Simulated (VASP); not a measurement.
**Li2ZnO2: single point with PBE**

Crystal: Li2ZnO2.

```
CELL_PARAMETERS angstrom
2.89055 0.00000 0.00000
0.00000 2.89055 0.00000
0.00000 0.00000 7.43075
ATOMIC_POSITIONS crystal
Li 0.50000 0.50000 0.26561
Li 0.50000 0.50000 0.73439
Zn 0.00000 0.00000 0.00000
O 0.00000 0.00000 0.50000
O 0.50000 0.50000 0.50000
```

The cell was generated, and may not be a known phase.

```json
{"Program": "VASP 6.6.1", "Task": "single point", "Functional": "PBE", "Potentials or basis": "VASP PAW PBE potentials, release 64 (Li_sv, Zn, O)", "Cutoff": "520 eV", "k mesh": "4 × 4 × 4", "Occupations": "gaussian, width 0.1 eV", "Spin": "collinear spin, ferromagnetic start", "Starting moments": "[0.0, 0.0, 0.0, 1.0, 1.0] μB", "Dipole correction": "no", "Further INCAR settings": "ALGO = Normal; EDIFF = 1e-06; NBANDS = 27"}
```

```json
{
  "Largest force": "0.050 eV/Å",
  "Net moment": "0.11 μB per cell",
  "Site moments": "Li +0.00; Zn +0.03; O -0.01, -0.00 μB",
  "Valence electrons inside the program's atomic spheres": "Li 2.09; Zn 10.71; O 4.67, 4.79"
}
```

Forces on the atoms (eV/Å):
```
Li   0.000  0.000 -0.050
Li   0.000  0.000  0.050
Zn   0.000  0.000  0.000
O    0.000  0.000  0.000
O    0.000  0.000  0.000
```

Levels at points of the mesh, in eV from the Fermi level:
Spin up:
```
           k point  band 12  band 13  band 14  band 15  band 16  band 17  band 18  band 19
(0.00, 0.00, 0.00)    -4.48    -4.48    -1.39    -0.15     1.40     1.40     4.67    10.02
(0.50, 0.00, 0.00)    -2.53    -2.11    -2.03    -1.94    -1.86    -1.26     1.84     5.18
(0.50, 0.50, 0.00)    -2.92    -2.21     1.69     1.69     2.26     2.26     2.41     5.18
(0.00, 0.00, 0.50)    -4.48    -4.48    -1.19    -0.77     1.40     1.40     6.30     7.83
(0.50, 0.00, 0.50)    -2.29    -2.07    -2.03    -1.86    -1.66    -1.30     1.29     5.26
(0.50, 0.50, 0.50)    -2.92    -2.21     1.57     1.57     2.26     2.26     2.54     5.65
```
Spin down:
```tsv
k point	band 11	band 12	band 13	band 14	band 15	band 16	band 17	band 18	band 19	band 20
(0.00, 0.00, 0.00)	-5.33	-4.49	-4.49	-1.35	-0.10	1.39	1.39	4.71	10.12	10.12
(0.50, 0.00, 0.00)	-3.00	-2.50	-2.11	-2.04	-1.90	-1.88	-1.09	1.90	5.30	6.59
(0.50, 0.50, 0.00)	-6.01	-2.92	-2.21	1.81	1.81	2.25	2.25	2.45	5.24	5.24
(0.00, 0.00, 0.50)	-5.07	-4.49	-4.49	-1.10	-0.77	1.39	1.39	6.35	7.87	9.96
(0.50, 0.00, 0.50)	-3.23	-2.30	-2.09	-2.04	-1.88	-1.61	-1.14	1.35	5.38	7.15
(0.50, 0.50, 0.50)	-6.01	-2.92	-2.22	1.69	1.69	2.25	2.25	2.58	5.84	5.86
```

Run time: 61 s on 1 thread of Intel(R) Xeon(R) Platinum 8488C (Sapphire Rapids) (shared host), peak memory 0.22 GiB.

Caveat: the k points lie up to 0.54 Å⁻¹ apart.
